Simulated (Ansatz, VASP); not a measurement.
# LiH: VASP beside Ansatz

```xyz
2
Lattice="0.0000 2.0035 2.0035 2.0035 0.0000 2.0035 2.0035 2.0035 0.0000" Properties=species:S:1:pos:R:3 pbc="T T T"
Li    0.0000    0.0000    0.0000
H     2.0035    2.0035    2.0035
```

Alike in both runs: task single point; functional PBE; k mesh 14 × 14 × 14; occupations fermi-dirac, width 0.08 eV; no spin polarisation.

|  | VASP | Ansatz |
| --- | --- | --- |
| version | VASP 6.6.1 | Ansatz 0.2.0 |
| potentials or method | VASP PAW PBE potentials, release 64 (Li_sv, H), cutoff 750 eV | all-electron LAPW, scalar-relativistic |

```csv
,VASP,Ansatz,Ansatz less VASP
gap on the k mesh at the Fermi level (eV),2.98,2.98,+0.003
pressure (GPa),-0.2,0.0,+0.18
```

Ansatz ran all-electron here, and VASP with PAW potentials.
